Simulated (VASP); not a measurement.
Input of a VASP 6.6.1 run:

Contents of INCAR:

```
  PREC = Accurate
  ENCUT = 520
  EDIFF = 1E-6
  ISMEAR = -1
  SIGMA = 0.05
  LREAL = False
  LASPH = True
  NELM = 60
  ALGO = Normal
  ISIF = 2
  LWAVE = False
  LCHARG = False
  NBANDS = 15
```

KPOINTS

```
Automatic mesh
0
Gamma
  7 7 7
```

The input POSCAR:

```
KCl
1.0
    0.0000000000      3.1878756693      3.1878756693
    3.1878756693      0.0000000000      3.1878756693
    3.1878756693      3.1878756693      0.0000000000
K Cl
1 1
Direct
    0.0000000000      0.0000000000      0.0000000000
    0.5000000000      0.5000000000      0.5000000000
```

Potentials or basis: VASP PAW LDA potentials, release 64 (K_sv, Cl).

Command:

```bash
$ cat potpaw_LDA.64/K_sv/POTCAR potpaw_LDA.64/Cl/POTCAR > POTCAR
$ mpirun -np 1 vasp_std > vasp.out
```

Problem. What does it give for the pressure?

Solution. -2.4 GPa.

Problem. Estimate the band gap on the k mesh.

Solution. 4.62 eV, direct.

 A k mesh can miss the band edges.
